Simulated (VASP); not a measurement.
# Al (R-3m) in VASP: notebook

Al is run at these levels: PBEsol; tasks: single point.

Everything below comes from runs of VASP 6.6.1. Logs are shortened: lines on timing, memory, paths and dates and some standing lists are left out, and cuts for length are marked.

## Step 1: The cell of the first run

Symmetry: R-3m, No. 166, trigonal system. The conventional cell has a = 5.725 Å, b = 5.725 Å, c = 1.753 Å, α = 90.00°, β = 90.00°, γ = 120.00°. Al (site symmetry -3m) has 2 Al at 1.75 Å within 2.3 Å.

## Step 2: Single point, PBEsol

INCAR

```
PREC = Accurate ; ENCUT = 520
EDIFF = 1E-7 ; ISMEAR = 0
SIGMA = 0.15 ; LREAL = F
LASPH = T ; NELM = 100
ALGO = Fast ; ISIF = 2
LWAVE = F ; LCHARG = F
GGA = PS ; NBANDS = 8
```

KPOINTS

```
regular mesh
0
Gamma
  28 28 28
```

POSCAR

```
Al
1.0
   -2.3613173691      1.6866552637      1.6866552637
    1.6866552637     -2.3613173691      1.6866552637
    1.6866552637      1.6866552637     -2.3613173691
Al
1
Direct
    0.0000000000      0.0000000000      0.0000000000
```

Potentials or basis: VASP PAW PBE potentials, release 64 (Al).

Run with:

```sh
$ cat potpaw_PBE.64/Al/POTCAR > POTCAR
$ mpirun -np 1 vasp_std > vasp.out
```

OUTCAR:

```text
PREC = Accurate
   ENCUT = 520
   EDIFF = 1E-7
   ISMEAR = 0
   LREAL = F
   LASPH = T
   NELM = 100
   ISIF = 2
   GGA = PS

 ion  position               nearest neighbor table
   1  0.000  0.000  0.000-

  LATTYP: Found a trigonal (rhomboedric) cell.
 ALAT       =     3.3564015962
 COS(alpha) =    -0.4545454545

  Lattice vectors:

 A1 = (  -2.3613173691,   1.6866552637,   1.6866552637)
 A2 = (   1.6866552637,  -2.3613173691,   1.6866552637)
 A3 = (   1.6866552637,   1.6866552637,  -2.3613173691)

Analysis of symmetry for initial positions (statically):
=====================================================================
 Subroutine PRICEL returns:
 Original cell was already a primitive cell.

 Routine SETGRP: Setting up the symmetry group for a
 trigonal (rhombohedral) supercell.

 Subroutine GETGRP returns: Found 12 space group operations
 (whereof 12 operations were pure point group operations)
 out of a pool of 12 trial point group operations.

The static configuration has the point symmetry D_3d.

Analysis of symmetry for dynamics (positions and initial velocities):
=====================================================================
 Subroutine PRICEL returns:
 Original cell was already a primitive cell.

 Routine SETGRP: Setting up the symmetry group for a
 trigonal (rhombohedral) supercell.

 Subroutine GETGRP returns: Found 12 space group operations
 (whereof 12 operations were pure point group operations)
 out of a pool of 12 trial point group operations.

The dynamic configuration has the point symmetry D_3d.

 Subroutine INISYM returns: Found 12 space group operations
 (whereof 12 operations are pure point group operations),
 and found     1 'primitive' translations

----------------------------------------------------------------------------------------

                                     Primitive cell

  volume of cell :      16.5826

  direct lattice vectors                    reciprocal lattice vectors
    -2.361317369  1.686655264  1.686655264     0.164691495  0.411728739  0.411728739
     1.686655264 -2.361317369  1.686655264     0.411728739  0.164691495  0.411728739
     1.686655264  1.686655264 -2.361317369     0.411728739  0.411728739  0.164691495

  length of vectors
     3.356401596  3.356401596  3.356401596     0.605115193  0.605115193  0.605115193

  position of ions in fractional coordinates (direct lattice)
     0.000000000  0.000000000  0.000000000

  ion indices of the primitive-cell ions
   primitive index   ion index
                 1           1

----------------------------------------------------------------------------------------

 KPOINTS: regular mesh

Automatic generation of k-mesh.
 Grid dimensions read from file:
 generate k-points for:   28   28   28

 Generating k-lattice:

  Cartesian coordinates                     Fractional coordinates (reciprocal lattice)
     0.005881839  0.014704598  0.014704598     0.035714286  0.000000000  0.000000000
     0.014704598  0.005881839  0.014704598     0.000000000  0.035714286  0.000000000
     0.014704598  0.014704598  0.005881839    -0.000000000 -0.000000000  0.035714286

  Length of vectors
     0.021611257  0.021611257  0.021611257

  Shift w.r.t. Gamma in fractional coordinates (k-lattice)
     0.000000000  0.000000000  0.000000000

 Subroutine IBZKPT returns following result:
 ===========================================

 Found   2045 irreducible k-points:

 Following reciprocal coordinates:
            Coordinates               Weight
  0.000000  0.000000  0.000000      1.000000
  0.035714 -0.000000 -0.000000      6.000000
  0.071429 -0.000000 -0.000000      6.000000
  0.107143 -0.000000 -0.000000      6.000000
  0.142857 -0.000000 -0.000000      6.000000
  0.178571 -0.000000 -0.000000      6.000000
[... 16 lines left out ...]
  0.285714  0.035714 -0.000000     12.000000
  0.321429  0.035714  0.000000     12.000000
 [... further k-points ...]
   k-points           NKPTS =   2045   k-points in BZ     NKDIM =   2045   number of bands    NBANDS=      8
   number of dos      NEDOS =    301   number of ions     NIONS =      1
   total plane-waves  NPLWV =  21952
   dimension x,y,z NGX =    28 NGY =   28 NGZ =   28
   dimension x,y,z NGXF=    56 NGYF=   56 NGZF=   56
   ions per type =               1
   NGX,Y,Z   is equivalent  to a cutoff of  13.87, 13.87, 13.87 a.u.
   NGXF,Y,Z  is equivalent  to a cutoff of  27.74, 27.74, 27.74 a.u.
 SYSTEM =  unknown system
   PREC   = accura    normal or accurate (medium, high low for compatibility)
   ISTART =      0    job   : 0-new  1-cont  2-samecut
   ICHARG =      2    charge: 1-file 2-atom 10-const
   ISPIN  =      1    spin polarized calculation?
   LNONCOLLINEAR =      F non collinear calculations
   LSORBIT =      F    spin-orbit coupling
   LASPH  =      T    aspherical Exc in radial PAW
   ENCUT  =  520.0 eV  38.22 Ry    6.18 a.u.   6.24  6.24  6.24*2*pi/ulx,y,z
[... 64 lines left out ...]
      5      14.4254      0.00000
      6      14.4254      0.00000
      7      18.4995      0.00000
      8      36.0004      0.00000

 k-point     2 :       0.0357   -0.0000   -0.0000
  band No.  band energies     occupation
      1      -3.4263      2.00000
      2      11.0713      0.00000
      3      11.1349      0.00000
      4      14.1852      0.00000
      5      14.4589      0.00000
      6      14.5314      0.00000
      7      18.6378      0.00000
      8      35.7989      0.00000

 k-point     3 :       0.0714   -0.0000   -0.0000
  band No.  band energies     occupation
      1      -3.2199      2.00000
      2      10.9654      0.00000
      3      11.1885      0.00000
      4      14.4451      0.00000
      5      14.5678      0.00000
      6      14.8859      0.00000
      7      19.0428      0.00000
      8      35.2075      0.00000

 k-point     4 :       0.1071   -0.0000   -0.0000
  band No.  band energies     occupation
      1      -2.8773      2.00000
      2      10.8608      0.00000
      3      11.2828      0.00000
      4      14.7710      0.00000
      5      14.7839      0.00000
      6      15.4868      0.00000
      7      19.6908      0.00000
      8      34.2541      0.00000

 k-point     5 :       0.1429   -0.0000   -0.0000
  band No.  band energies     occupation
      1      -2.4005      2.00000
      2      10.8037      0.00000
      3      11.4253      0.00000
      4      15.0865      0.00000
      5      15.2059      0.00000
      6      16.2625      0.00000
      7      20.5553      0.00000
      8      32.9370      0.00000

 k-point     6 :       0.1786   -0.0000   -0.0000
  band No.  band energies     occupation
      1      -1.7925      2.00000
      2      10.8194      0.00000
      3      11.6255      0.00000
      4      15.5255      0.00000
      5      15.7037      0.00000
      6      17.1609      0.00000
      7      21.6142      0.00000
      8      31.1955      0.00000

 k-point     7 :       0.2143   -0.0000   -0.0000
  band No.  band energies     occupation
      1      -1.0570      2.00000
      2      10.9193      0.00000
      3      11.8938      0.00000
      4      16.0921      0.00000
      5      16.2447      0.00000
      6      18.1487      0.00000
      7      22.8506      0.00000
      8      29.0827      0.00000
[... 133 lines left out ...]
 k-point    20 :       0.1786    0.0357   -0.0000
  band No.  band energies     occupation
      1      -1.1628      2.00000
      2      11.4707      0.00000
      3      12.2371      0.00000
      4      15.8608      0.00000
      5      16.4696      0.00000
      6      17.4827      0.00000
      7      22.0828      0.00000
      8      29.5099      0.00000

 k-point    21 :       0.2143    0.0357   -0.0000
  band No.  band energies     occupation
      1      -0.3246      2.00000
      2      11.6579      0.00000
      3      12.6204      0.00000
      4      16.3910      0.00000
      5      17.0939      0.00000
      6      18.5495      0.00000
      7      23.4121      0.00000
      8      27.2157      0.00000

 k-point    22 :       0.2500    0.0357   -0.0000
  band No.  band energies     occupation
      1       0.6304      2.00000
      2      11.9112      0.00000
      3      13.0722      0.00000
      4      16.8492      0.00000
      5      17.7947      0.00000
      6      19.6985      0.00000
      7      24.9096      0.00000
      8      24.9747      0.00000

 k-point    23 :       0.2857    0.0357   -0.0000
  band No.  band energies     occupation
      1       1.6934      2.00000
      2      12.2078      0.00000
      3      13.5949      0.00000
      4      17.0560      0.00000
      5      18.6211      0.00000
      6      20.9081      0.00000
      7      22.9216      0.00000
      8      25.8029      0.00000

 k-point    24 :       0.3214    0.0357    0.0000
  band No.  band energies     occupation
      1       2.8506      2.00000
      2      12.4841      0.00000
      3      14.1828      0.00000
      4      16.9102      0.00000
      5      19.5653      0.00000
      6      21.0191      0.00000
      7      22.2944      0.00000
      8      24.1618      0.00000

 [... further k-points ...]

------------------------ aborting loop because EDIFF is reached ----------------------------------------

  FORCE on cell =-STRESS in cart. coord.  units (eV):
  Direction    XX          YY          ZZ          XY          YZ          ZX
  --------------------------------------------------------------------------------------
  -------------------------------------------------------------------------------------
  Total        9.8734973      9.8734973      9.8734973     11.3970342     11.3970342     11.3970342
  in kB      953.9571821    953.9571821    953.9571821   1101.1582123   1101.1582123   1101.1582123
  external PRESSURE =     953.9571821 kB  Pullay stress =       0.0000000 kB

 VOLUME and BASIS-vectors are now :
 -----------------------------------------------------------------------------
  energy-cutoff  :      520.00
  volume of cell :       16.58
      direct lattice vectors                 reciprocal lattice vectors
    -2.361317369  1.686655264  1.686655264     0.164691495  0.411728739  0.411728739
     1.686655264 -2.361317369  1.686655264     0.411728739  0.164691495  0.411728739
     1.686655264  1.686655264 -2.361317369     0.411728739  0.411728739  0.164691495

 POSITION                                       TOTAL-FORCE (eV/Angst)
 -----------------------------------------------------------------------------------
      0.00000      0.00000      0.00000         0.000000      0.000000      0.000000
 -----------------------------------------------------------------------------------
    total drift:                                0.000000      0.000000      0.000000

  FREE ENERGIE OF THE ION-ELECTRON SYSTEM (eV)
  ---------------------------------------------------
  free  energy   TOTEN  =         1.2915424790 eV

  energy  without entropy=        1.2980247503  energy(sigma->0) =        1.29478361
```

It took 6.8 min on 1 thread of Intel Xeon Platinum 8488C (Sapphire Rapids), shared host; peak memory 0.37 GiB.

What came out:

| Quantity | Value |
| --- | --- |
| Free energy | 1.2915 eV |
| Pressure | 95.4 GPa |
| Band gap on the k mesh | zero (an odd number of electrons rules out a gap without spin polarisation) |

Levels at points of the mesh, in eV from the Fermi level:
```tsv
k point	band 1	band 2	band 3	band 4	band 5
(0.00, 0.00, 0.00)	-10.63	3.99	3.99	6.94	7.30
(0.50, 0.00, 0.00)	0.00	3.75	8.86	9.50	9.87
(0.50, 0.50, 0.00)	-7.30	-5.13	1.42	3.67	15.83
(0.50, 0.50, 0.50)	1.32	5.99	5.99	8.49	8.49
```

Caveat: the cell stands under pressure; the PAW data sets were made with another functional, which shifts forces and pressure a little.

## Step 3: Single point, PBEsol

This run uses another cell than the first one, of the same volume but with other edges.

INCAR

```
PREC = Accurate
ENCUT = 520
EDIFF = 1E-7
ISMEAR = 0
SIGMA = 0.15
LREAL = F
LASPH = T
NELM = 60
ALGO = Fast
ISIF = 2
LWAVE = F
LCHARG = T
GGA = PS
LELF = T
LVHAR = T
NBANDS = 8
```

KPOINTS is that of step 2.

POSCAR

```
Al
1.0
   -1.9747832450      1.6266451653      1.6266451653
    1.6266451653     -1.9747832450      1.6266451653
    1.6266451653      1.6266451653     -1.9747832450
Al
1
Direct
    0.0000000000      0.0000000000      0.0000000000
```

Potentials or basis: VASP PAW PBE potentials, release 64 (Al).

Run with:

```sh
$ cat potpaw_PBE.64/Al/POTCAR > POTCAR
$ mpirun -np 1 vasp_std > vasp.out
```

Run time: 2.1 min. Hardware: 1 thread of Intel Xeon Platinum 8488C (Sapphire Rapids), shared host; peak memory 0.34 GiB.

Results (log left out):

```
Free energy            : -3.3094 eV
Pressure               : 19.5 GPa
Band gap on the k mesh : zero (an odd number of electrons rules out a gap without spin polarisation)
```

Stress tensor (GPa, compression positive):
```
19.51 25.10 25.10
25.10 19.51 25.10
25.10 25.10 19.51
```

Levels at points of the mesh, in eV from the Fermi level:
```tsv
k point	band 1	band 2	band 3	band 4	band 5
(0.00, 0.00, 0.00)	-11.03	9.02	9.02	9.83	10.34
(0.50, 0.00, 0.00)	-2.87	-0.96	7.24	8.27	9.69
(0.50, 0.50, 0.00)	-5.85	-5.05	4.70	5.74	17.37
(0.50, 0.50, 0.50)	0.38	3.70	3.70	3.93	3.93
```

Caveat: the cell stands under pressure; the PAW data sets were made with another functional, which shifts forces and pressure a little.

## Step 4: Single point, PBEsol

This run uses another cell than the first one, of the same volume but with other edges.

INCAR

```
SYSTEM = Al
PREC     = Accurate       ! precision mode
ENCUT    = 520            ! plane-wave cutoff, eV
EDIFF    = 1E-7           ! SCF threshold, eV
ISMEAR   = 0              ! smearing method
SIGMA    = 0.15           ! smearing width, eV
LREAL    = .False.        ! projectors in reciprocal space
LASPH    = .True.         ! aspherical terms in the spheres
NELM     = 80             ! most SCF steps
ALGO     = Fast           ! electronic algorithm
ISIF     = 2              ! what is computed and relaxed
LWAVE    = .False.        ! write WAVECAR
LCHARG   = .False.        ! write CHGCAR
GGA      = PS             ! functional
NBANDS   = 8              ! bands
```

KPOINTS

```
regular mesh
0
Gamma
  28 28 28
  0 0 0
```

POSCAR

```
Al
1.0
   -1.2368101632      1.6283871260      1.6283871260
    1.6283871260     -1.2368101632      1.6283871260
    1.6283871260      1.6283871260     -1.2368101632
Al
1
Direct
    0.0000000000      0.0000000000      0.0000000000
```

Run with:

```sh
$ cat potpaw_PBE.64/Al/POTCAR > POTCAR
$ mpirun -np 1 vasp_std > vasp.out
```

It took 2.2 min on 1 thread of Intel Xeon Platinum 8488C (Sapphire Rapids), shared host; peak memory 0.32 GiB.

The run converged. Its results:

* Free energy: -3.7725 eV
* Pressure: 8.6 GPa
* Band gap on the k mesh: zero (an odd number of electrons rules out a gap without spin polarisation)

Stress tensor (GPa, compression positive):
```
 8.62 -4.33 -4.33
-4.33  8.62 -4.33
-4.33 -4.33  8.62
```

Levels at points of the mesh, in eV from the Fermi level:
| k point | band 1 | band 2 | band 3 | band 4 | band 5 | band 6 |
| --- | --- | --- | --- | --- | --- | --- |
| (0.00, 0.00, 0.00) | -11.01 | 9.63 | 9.63 | 10.91 | 12.06 | 12.06 |
| (0.50, 0.00, 0.00) | -5.31 | -4.95 | 9.54 | 11.30 | 12.14 | 13.76 |
| (0.50, 0.50, 0.00) | -2.91 | -1.58 | 2.62 | 4.19 | 14.55 | 14.63 |
| (0.50, 0.50, 0.50) | 1.73 | 1.73 | 3.67 | 3.67 | 4.19 | 6.19 |

Caveat: the cell stands under pressure; the PAW data sets were made with another functional, which shifts forces and pressure a little.

## Step 5: Single point, PBEsol

This run uses another cell than the first one, of the same volume but with other edges.

INCAR

```
SYSTEM = Al
ALGO = Fast
EDIFF = 1E-6
ENCUT = 520
GGA = PS
ISIF = 2
ISMEAR = 0
LASPH = .True.
LCHARG = .False.
LREAL = .False.
LWAVE = .False.
NBANDS = 8
NELM = 100
PREC = Accurate
SIGMA = 0.15
```

KPOINTS

```
k-points
0
Gamma
  28 28 28
  0 0 0
```

POSCAR

```
Al
1.0
   -2.1585965851      1.6506915063      1.6506915063
    1.6506915063     -2.1585965851      1.6506915063
    1.6506915063      1.6506915063     -2.1585965851
Al
1
Direct
    0.0000000000      0.0000000000      0.0000000000
```

Run with:

```sh
$ cat potpaw_PBE.64/Al/POTCAR > POTCAR
$ mpirun -np 1 vasp_std > vasp.out
```

Run time: 2.2 min. Hardware: 1 thread of Intel Xeon Platinum 8488C (Sapphire Rapids), shared host; peak memory 0.33 GiB.

The run converged. Its results:

- Free energy: -1.9204 eV
- Pressure: 49.4 GPa
- Band gap on the k mesh: zero (an odd number of electrons rules out a gap without spin polarisation)

Stress tensor (GPa, compression positive):
```
49.44 59.38 59.38
59.38 49.44 59.38
59.38 59.38 49.44
```

Levels at points of the mesh, in eV from the Fermi level:
```
           k point  band 1  band 2  band 3  band 4
(0.00, 0.00, 0.00)  -10.76    6.57    6.57    8.41
(0.50, 0.00, 0.00)   -1.60    1.21    8.14    8.71
(0.50, 0.50, 0.00)   -6.49   -5.05    3.13    4.68
(0.50, 0.50, 0.50)    0.58    4.75    4.75    5.90
```

Caveat: the cell stands under pressure; the PAW data sets were made with another functional, which shifts forces and pressure a little.

## Step 6: Overview

```tsv
cell	further INCAR settings	gap on the mesh (eV)	pressure (GPa)
a = 3.356 Å, angles 117.0°, 1 atom	ALGO = Fast; EDIFF = 1e-07; NBANDS = 8	none	95.4
a = 3.032 Å, angles 114.3°, 1 atom	ALGO = Fast; EDIFF = 1e-07; NBANDS = 8	none	19.5
a = 2.614 Å, angles 101.6°, 1 atom	ALGO = Fast; EDIFF = 1e-07; NBANDS = 8	none	8.6
a = 3.179 Å, angles 115.8°, 1 atom	ALGO = Fast; EDIFF = 1e-06; NBANDS = 8	none	49.4
```

Alike in all rows: task single point; level PBEsol; potentials or basis VASP PAW PBE potentials, release 64 (Al); no spin polarisation; k mesh 28 × 28 × 28; cutoff (eV) 520; smearing gaussian 0.15 eV.

Caveats: the cell stands under pressure; the PAW data sets were made with another functional, which shifts forces and pressure a little.

Total energies depend on the potentials used, so only differences within one code and one set of settings carry meaning.
